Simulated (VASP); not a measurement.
# Bi2Se3 (R-3m) in VASP: settings compared

Aim: see how the results for Bi2Se3 move with the level of theory and the settings. Levels: b88 exchange, pbe correlation, PBE. Tasks: single point.

Everything below comes from runs of VASP 6.6.1. Logs are shortened: lines on timing, memory, paths and dates and some standing lists are left out, and cuts for length are marked.

**1. The cell of the first run**

Symmetry: R-3m, No. 166, trigonal system. The conventional cell has a = 4.143 Å, b = 4.143 Å, c = 28.636 Å, α = 90.00°, β = 90.00°, γ = 120.00°. Within 3.8 Å of Bi (site symmetry 3m) lie 6 Se at 2.85 to 3.07 Å. Se (site symmetry 3m) has 3 Bi at 2.85 Å and 3 Se at 3.52 Å within 3.8 Å. Se (site symmetry -3m) has 6 Bi at 3.07 Å and 12 Se at 4.14 to 4.23 Å within 4.3 Å.

**2. Single point, b88 exchange, pbe correlation**

INCAR reads:

```
SYSTEM = Bi2Se3
PREC     = Accurate       ! precision mode
ENCUT    = 500            ! plane-wave cutoff, eV
EDIFF    = 1E-6           ! SCF threshold, eV
ISMEAR   = -1             ! smearing method
SIGMA    = 0.05           ! smearing width, eV
LREAL    = .FALSE.        ! projectors in reciprocal space
LASPH    = .TRUE.         ! aspherical terms in the spheres
NELM     = 120            ! most SCF steps
ALGO     = Normal         ! electronic algorithm
ISIF     = 2              ! what is computed and relaxed
LWAVE    = .FALSE.        ! write WAVECAR
LCHARG   = .FALSE.        ! write CHGCAR
GGA      = LIBXC          ! functional
LIBXC1   = GGA_X_B88    
LIBXC2   = GGA_C_PBE    
NBANDS   = 32             ! bands
GGA_COMPAT= .FALSE.
```

KPOINTS reads:

```
regular mesh
0
G
  8 8 8
  0 0 0
```

POSCAR reads:

```
Bi2Se3
1.0
    2.0715000000      1.1959810826      9.5453333333
   -2.0715000000      1.1959810826      9.5453333333
    0.0000000000     -2.3919621653      9.5453333333
Bi Se
2 3
Direct
    0.5992000000      0.5992000000      0.5992000000
    0.4008000000      0.4008000000      0.4008000000
    0.7883000000      0.7883000000      0.7883000000
    0.2117000000      0.2117000000      0.2117000000
    0.0000000000      0.0000000000      0.0000000000
```

Potentials or basis: VASP PAW PBE potentials, release 64 (Bi_d, Se).

Launch:

```sh
cat potpaw_PBE.64/Bi_d/POTCAR potpaw_PBE.64/Se/POTCAR > POTCAR
mpirun -np 1 vasp_std > vasp.out
```

OUTCAR:

```text
SYSTEM = Bi2Se3
   PREC = Accurate
   ENCUT = 500
   EDIFF = 1E-6
   ISMEAR = -1
   LREAL = .FALSE.
   LASPH = .TRUE.
   NELM = 120
   ISIF = 2
   GGA = LIBXC

 ion  position               nearest neighbor table
   1  0.599  0.599  0.599-   4 2.85   4 2.85   4 2.85   5 3.07   5 3.07   5 3.07
   2  0.401  0.401  0.401-   3 2.85   3 2.85   3 2.85   5 3.07   5 3.07   5 3.07
   3  0.788  0.788  0.788-   2 2.85   2 2.85   2 2.85
   4  0.212  0.212  0.212-   1 2.85   1 2.85   1 2.85
   5  0.000  0.000  0.000-   1 3.07   1 3.07   2 3.07   2 3.07   1 3.07   2 3.07

  LATTYP: Found a trigonal (rhomboedric) cell.
 ALAT       =     9.8404710987
 COS(alpha) =     0.9113725833

  Lattice vectors:

 A1 = (   2.0715000000,   1.1959810826,   9.5453333333)
 A2 = (  -2.0715000000,   1.1959810826,   9.5453333333)
 A3 = (   0.0000000000,  -2.3919621653,   9.5453333333)

Analysis of symmetry for initial positions (statically):
=====================================================================
 Subroutine PRICEL returns:
 Original cell was already a primitive cell.

 Routine SETGRP: Setting up the symmetry group for a
 trigonal (rhombohedral) supercell.

 Subroutine GETGRP returns: Found 12 space group operations
 (whereof 12 operations were pure point group operations)
 out of a pool of 12 trial point group operations.

The static configuration has the point symmetry D_3d.

Analysis of symmetry for dynamics (positions and initial velocities):
=====================================================================
 Subroutine PRICEL returns:
 Original cell was already a primitive cell.

 Routine SETGRP: Setting up the symmetry group for a
 trigonal (rhombohedral) supercell.

 Subroutine GETGRP returns: Found 12 space group operations
 (whereof 12 operations were pure point group operations)
 out of a pool of 12 trial point group operations.

The dynamic configuration has the point symmetry D_3d.

 Subroutine INISYM returns: Found 12 space group operations
 (whereof 12 operations are pure point group operations),
 and found     1 'primitive' translations

----------------------------------------------------------------------------------------

                                     Primitive cell

  volume of cell :     141.8899

  direct lattice vectors                    reciprocal lattice vectors
     2.071500000  1.195981083  9.545333333     0.241370987  0.139355604  0.034921078
    -2.071500000  1.195981083  9.545333333    -0.241370987  0.139355604  0.034921078
     0.000000000 -2.391962165  9.545333333     0.000000000 -0.278711209  0.034921078

  length of vectors
     9.840471099  9.840471099  9.840471099     0.280890405  0.280890405  0.280890405

  position of ions in fractional coordinates (direct lattice)
     0.599200000  0.599200000  0.599200000
     0.400800000  0.400800000  0.400800000
     0.788300000  0.788300000  0.788300000
     0.211700000  0.211700000  0.211700000
     0.000000000  0.000000000  0.000000000

  ion indices of the primitive-cell ions
   primitive index   ion index
                 1           1
                 2           2
                 3           3
                 4           4
                 5           5

----------------------------------------------------------------------------------------

 KPOINTS: regular mesh

Automatic generation of k-mesh.
 Grid dimensions read from file:
 generate k-points for:    8    8    8

 Generating k-lattice:

  Cartesian coordinates                     Fractional coordinates (reciprocal lattice)
     0.030171373  0.017419451  0.004365135     0.125000000 -0.000000000  0.000000000
    -0.030171373  0.017419451  0.004365135    -0.000000000  0.125000000  0.000000000
     0.000000000 -0.034838901  0.004365135     0.000000000  0.000000000  0.125000000

  Length of vectors
     0.035111301  0.035111301  0.035111301

  Shift w.r.t. Gamma in fractional coordinates (k-lattice)
     0.000000000  0.000000000  0.000000000

 Subroutine IBZKPT returns following result:
 ===========================================

 Found     65 irreducible k-points:

 Following reciprocal coordinates:
            Coordinates               Weight
  0.000000  0.000000  0.000000      1.000000
  0.125000  0.000000 -0.000000      6.000000
  0.250000  0.000000 -0.000000      6.000000
  0.375000 -0.000000 -0.000000      6.000000
  0.500000  0.000000 -0.000000      3.000000
  0.125000  0.125000 -0.000000      6.000000
[... 16 lines left out ...]
  0.250000  0.125000  0.125000      6.000000
  0.375000  0.125000  0.125000      6.000000
 [... further k-points ...]
   k-points           NKPTS =     65   k-points in BZ     NKDIM =     65   number of bands    NBANDS=     32
   number of dos      NEDOS =    301   number of ions     NIONS =      5
   total plane-waves  NPLWV = 373248
   dimension x,y,z NGX =    72 NGY =   72 NGZ =   72
   dimension x,y,z NGXF=   144 NGYF=  144 NGZF=  144
   ions per type =               2   3
   NGX,Y,Z   is equivalent  to a cutoff of  12.16, 12.16, 12.16 a.u.
   NGXF,Y,Z  is equivalent  to a cutoff of  24.33, 24.33, 24.33 a.u.
 SYSTEM =  Bi2Se3
   PREC   = accura    normal or accurate (medium, high low for compatibility)
   ISTART =      0    job   : 0-new  1-cont  2-samecut
   ICHARG =      2    charge: 1-file 2-atom 10-const
   ISPIN  =      1    spin polarized calculation?
   LNONCOLLINEAR =      F non collinear calculations
   LSORBIT =      F    spin-orbit coupling
   LASPH  =      T    aspherical Exc in radial PAW
   ENCUT  =  500.0 eV  36.75 Ry    6.06 a.u.  17.94 17.94 17.94*2*pi/ulx,y,z
   NELM   =    120;   NELMIN=  2; NELMDL= -5     # of ELM steps
   EDIFF  = 0.1E-05   stopping-criterion for ELM
   LREAL  =      F    real-space projection
   EDIFFG = 0.1E-04   stopping-criterion for IOM
   NSW    =      0    number of steps for IOM
   IBRION =     -1    ionic relax: 0-MD 1-quasi-New 2-CG
   NFREE  =      0    steps in history (QN), initial steepest desc. (CG)
   ISIF   =      2    stress and relaxation
   ISYM   =      2    0-nonsym 1-usesym 2-fastsym
   POTIM  = 0.5000    time-step for ionic-motion
   TEBEG  =    0.0;   TEEND  =   0.0 temperature during run
   PSTRESS=    0.0 pullay stress
   NELECT =      48.0000    total number of electrons
   NUPDOWN=      -1.0000    fix difference up-down
   EMIN   =  10.00;   EMAX   =-10.00  energy-range for DOS
   EFERMI =   0.00;   METHOD = LEGACY
   ISMEAR =    -1;   SIGMA  =   0.05  broadening in eV -4-tet -1-fermi 0-gaus
   EFERMI_NEDOS =   21; number of points for ismear=-14 and -15
   IALGO  =     38    algorithm
   IMIX   =      4    mixing-type and parameters
     AMIX     =   0.40;   BMIX     =  1.00
     AMIX_MAG =   1.60;   BMIX_MAG =  1.00
  volume/ion in A,a.u.               =      28.38       191.50
  Fermi-wavevector in a.u.,A,eV,Ry     =   1.140700  2.155610 17.703848  1.301196
  Thomas-Fermi vector in A             =   2.277401
   LORBIT       =      0    0 simple, 1 ext, 2 COOP (PROOUT), +10 PAW based schemes
   GGA     = LIBXC    functional components
   LHFCALC =     F    Hartree Fock is set to
   AEXX    =    0.0000 exact exchange contribution
   IVDW    =     0    specifies the selected vdW correction
   LEPSILON=     F    determine dielectric tensor
   LRPA    =     F    only Hartree local field effects (RPA)
 non-spin polarized calculation
  energy-cutoff  :      500.00
  volume of cell :      141.89
 maximum number of plane-waves:      3627
   NGX = 35   NGY = 35   NGZ = 35

 number of electron      48.0000004 magnetization

 Free energy of the ion-electron system (eV)
  ---------------------------------------------------
  ext. energy  EPLUGINS =         0.00000000
  ---------------------------------------------------
  free energy    TOTEN  =       -19.45185405 eV

  energy without entropy =      -19.45164013  energy(sigma->0) =      -19.45174709

 E-fermi :   5.0192     XC(G=0):  -9.5280

 val. band max:        4.9112379116   @ k =   0.0000   0.0000   0.0000
 cond. band min:       5.1229921993   @ k =   0.0000   0.0000   0.0000
 fundamental gap:      0.2117542877
 Fermi energy:         5.0191990336

 k-point     1 :       0.0000    0.0000    0.0000
  band No.  band energies     occupation
      1     -18.2162      2.00000
      2     -18.2162      2.00000
      3     -18.2144      2.00000
      4     -18.2144      2.00000
      5     -18.2078      2.00000
      6     -18.2053      2.00000
[... 24 lines left out ...]
     31      10.7621      0.00000
     32      11.9337      0.00000

 k-point     2 :       0.1250    0.0000   -0.0000
  band No.  band energies     occupation
      1     -18.2185      2.00000
      2     -18.2163      2.00000
      3     -18.2126      2.00000
      4     -18.2108      2.00000
      5     -18.2055      2.00000
      6     -18.2031      2.00000
[... 24 lines left out ...]
     31      10.4014      0.00000
     32      10.9870      0.00000

 k-point     3 :       0.2500    0.0000   -0.0000
  band No.  band energies     occupation
      1     -18.2252      2.00000
      2     -18.2219      2.00000
      3     -18.2056      2.00000
      4     -18.2050      2.00000
      5     -18.2037      2.00000
      6     -18.2006      2.00000
[... 24 lines left out ...]
     31       9.5174      0.00000
     32      11.1670      0.00000

 k-point     4 :       0.3750   -0.0000   -0.0000
  band No.  band energies     occupation
      1     -18.2329      2.00000
      2     -18.2283      2.00000
      3     -18.2088      2.00000
      4     -18.2041      2.00000
      5     -18.2040      2.00000
      6     -18.2002      2.00000
[... 24 lines left out ...]
     31       9.3878      0.00000
     32      11.2615      0.00000

 k-point     5 :       0.5000    0.0000   -0.0000
  band No.  band energies     occupation
      1     -18.2364      2.00000
      2     -18.2312      2.00000
      3     -18.2103      2.00000
      4     -18.2055      2.00000
      5     -18.2043      2.00000
      6     -18.1997      2.00000
[... 584 lines left out ...]
     31      10.1787      0.00000
     32      11.7624      0.00000

 k-point    22 :       0.1250    0.1250    0.1250
  band No.  band energies     occupation
      1     -18.2162      2.00000
      2     -18.2162      2.00000
      3     -18.2144      2.00000
      4     -18.2144      2.00000
      5     -18.2078      2.00000
      6     -18.2053      2.00000
[... 24 lines left out ...]
     31      10.7645      0.00000
     32      11.7408      0.00000

 k-point    23 :       0.2500    0.1250    0.1250
  band No.  band energies     occupation
      1     -18.2185      2.00000
      2     -18.2163      2.00000
      3     -18.2126      2.00000
      4     -18.2108      2.00000
      5     -18.2055      2.00000
      6     -18.2031      2.00000
[... 24 lines left out ...]
     31      10.3628      0.00000
     32      11.1708      0.00000

 k-point    24 :       0.3750    0.1250    0.1250
  band No.  band energies     occupation
      1     -18.2252      2.00000
      2     -18.2219      2.00000
      3     -18.2056      2.00000
      4     -18.2050      2.00000
      5     -18.2037      2.00000
      6     -18.2006      2.00000
[... 24 lines left out ...]
     31       9.5955      0.00000
     32      11.2412      0.00000

 [... further k-points ...]

------------------------ aborting loop because EDIFF is reached ----------------------------------------

  FORCE on cell =-STRESS in cart. coord.  units (eV):
  Direction    XX          YY          ZZ          XY          YZ          ZX
  --------------------------------------------------------------------------------------
  -------------------------------------------------------------------------------------
  Total        2.1140829      2.1140829      2.1264414      0.0000000     -0.0000000      0.0000000
  in kB       23.8715708     23.8715708     24.0111190      0.0000000     -0.0000000      0.0000000
  external PRESSURE =      23.9180868 kB  Pullay stress =       0.0000000 kB

 VOLUME and BASIS-vectors are now :
 -----------------------------------------------------------------------------
  energy-cutoff  :      500.00
  volume of cell :      141.89
      direct lattice vectors                 reciprocal lattice vectors
     2.071500000  1.195981083  9.545333333     0.241370987  0.139355604  0.034921078
    -2.071500000  1.195981083  9.545333333    -0.241370987  0.139355604  0.034921078
     0.000000000 -2.391962165  9.545333333     0.000000000 -0.278711209  0.034921078

 POSITION                                       TOTAL-FORCE (eV/Angst)
 -----------------------------------------------------------------------------------
      0.00000     -0.00000     17.15869         0.000000     -0.000000      0.167676
      0.00000     -0.00000     11.47731         0.000000      0.000000     -0.167676
      0.00000     -0.00000     22.57376         0.000000     -0.000000      0.156375
      0.00000     -0.00000      6.06224         0.000000      0.000000     -0.156375
      0.00000      0.00000      0.00000         0.000000      0.000000      0.000000
 -----------------------------------------------------------------------------------
    total drift:                                0.000000      0.000000      0.000000

  FREE ENERGIE OF THE ION-ELECTRON SYSTEM (eV)
  ---------------------------------------------------
  free  energy   TOTEN  =       -19.4518540511 eV

  energy  without entropy=      -19.4516401279  energy(sigma->0) =      -19.45174709
```

Run time: 14 min. Hardware: 1 thread of Intel Xeon Platinum 8488C (Sapphire Rapids), shared host; peak memory 0.82 GiB.

Results:

```yaml
Free_energy: -19.4519 eV
Pressure: 2.4 GPa
Largest_force: 0.168 eV/Å
Band_gap_on_the_k_mesh: 0.21 eV
```

Forces on the atoms (eV/Å):
```
Bi   0.000  0.000  0.168
Bi   0.000  0.000 -0.168
Se   0.000  0.000  0.156
Se   0.000  0.000 -0.156
Se   0.000  0.000  0.000
```

Levels at points of the mesh, in eV from the valence-band top:
```tsv
k point	band 21	band 22	band 23	band 24	band 25	band 26	band 27	band 28
(0.00, 0.00, 0.00)	-1.87	-1.21	-1.21	0.00	0.21	1.39	1.39	2.12
(0.50, 0.00, 0.00)	-2.99	-2.15	-1.24	-0.56	0.84	1.92	2.97	3.14
(0.50, 0.50, 0.00)	-1.89	-1.88	-1.64	-1.01	1.34	1.95	2.59	2.98
(0.50, 0.50, 0.50)	-1.55	-1.38	-1.38	-0.45	0.62	1.70	1.70	2.05
```

Caveat: the PAW data sets were made with another functional, which shifts forces and pressure a little; spin-orbit coupling is left out, which moves the levels of the heavy elements.

**3. Single point, PBE**

INCAR reads:

```
SYSTEM = Bi2Se3
ALGO     = Normal         ! electronic algorithm
EDIFF    = 1E-6           ! SCF threshold, eV
ENCUT    = 520            ! plane-wave cutoff, eV
GGA      = PE             ! functional
ISIF     = 2              ! what is computed and relaxed
ISMEAR   = -1             ! smearing method
LASPH    = .True.         ! aspherical terms in the spheres
LCHARG   = .False.        ! write CHGCAR
LREAL    = .False.        ! projectors in reciprocal space
LWAVE    = .False.        ! write WAVECAR
NBANDS   = 32             ! bands
NELM     = 60             ! most SCF steps
PREC     = Accurate       ! precision mode
SIGMA    = 0.05           ! smearing width, eV
```

KPOINTS reads:

```
k-points
0
Gamma
  3 3 3
  0 0 0
```

POSCAR is that of step 2.

Potentials or basis: VASP PAW PBE potentials, release 64 (Bi_d, Se).

Launch:

```sh
cat potpaw_PBE.64/Bi_d/POTCAR potpaw_PBE.64/Se/POTCAR > POTCAR
mpirun -np 1 vasp_std > vasp.out
```

Wall time 2.2 min (1 thread of Intel Xeon 6975P-C (Granite Rapids), shared host); peak memory 0.86 GiB.

It converged, with:

```yaml
Free_energy: -20.1371 eV
Pressure: 2.5 GPa
Largest_force: 0.108 eV/Å
Band_gap_on_the_k_mesh: 0.24 eV
```

Forces on the atoms (eV/Å):
```
Bi   0.000  0.000  0.108
Bi   0.000  0.000 -0.108
Se   0.000  0.000  0.065
Se   0.000  0.000 -0.065
Se   0.000  0.000  0.000
```

Stress tensor (GPa, compression positive):
```
2.85 0.00 0.00
0.00 2.85 0.00
0.00 0.00 1.79
```

Levels at points of the mesh, in eV from the valence-band top:
| k point | band 21 | band 22 | band 23 | band 24 | band 25 | band 26 | band 27 | band 28 |
| --- | --- | --- | --- | --- | --- | --- | --- | --- |
| (0.00, 0.00, 0.00) | -1.86 | -1.20 | -1.20 | 0.00 | 0.24 | 1.41 | 1.41 | 2.14 |

Caveat: the k points lie up to 0.59 Å⁻¹ apart; spin-orbit coupling is left out, which moves the levels of the heavy elements; an odd mesh through Γ misses points on the zone boundary, where band edges can lie.
